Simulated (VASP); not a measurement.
Wanted: the native input for a VASP 6.6.1 run.

- Task: single point
- Functional: LDA
- Potentials or basis: VASP PAW LDA potentials, release 64 (Mg_sv, F)
- Cutoff: 840 eV
- k mesh: 6 × 6 × 8
- Occupations: fermi-dirac, width 0.02 eV
- Spin: no spin polarisation
- Dipole correction: no
- Further INCAR settings: ALGO = Normal; EDIFF = 1e-06; NBANDS = 33

The structure of MgF2 lies in POSCAR:

```
MgF2
1.0
    4.5560405117      0.0000000000      0.0000000000
    0.0000000000      4.5560405117      0.0000000000
    0.0000000000      0.0000000000      3.0121193795
Mg F
2 4
Direct
    0.0000000000      0.0000000000      0.0000000000
    0.5000000000      0.5000000000      0.5000000000
    0.3029736546      0.3029736546      0.0000000000
    0.1970263454      0.8029736546      0.5000000000
    0.6970263454      0.6970263454      0.0000000000
    0.8029736546      0.1970263454      0.5000000000
```

These files were run (other wordings do the same):

INCAR

```
SYSTEM = MgF2
PREC = Accurate
ENCUT = 840
EDIFF = 1E-6
ISMEAR = -1
SIGMA = 0.02
LREAL = .False.
LASPH = .True.
NELM = 120
ALGO = Normal
ISIF = 2
LWAVE = .False.
LCHARG = .False.
NBANDS = 33
GGA_COMPAT = .False.
```

KPOINTS

```
Automatic mesh
0
Gamma
  6 6 8
  0 0 0
```

Potentials or basis: VASP PAW LDA potentials, release 64 (Mg_sv, F).

Run with:

```bash
$ cat potpaw_LDA.64/Mg_sv/POTCAR potpaw_LDA.64/F/POTCAR > POTCAR
$ mpirun -np 1 vasp_std > vasp.out
```

It gave:

```json
{
  "Pressure": "0.3 GPa",
  "Largest force": "0.011 eV/Å",
  "Band gap on the k mesh": "7.07 eV"
}
```

Run time: 65 s on 1 thread of Intel(R) Xeon(R) Platinum 8488C (Sapphire Rapids), with other jobs on the host, peak memory 0.3 GiB.
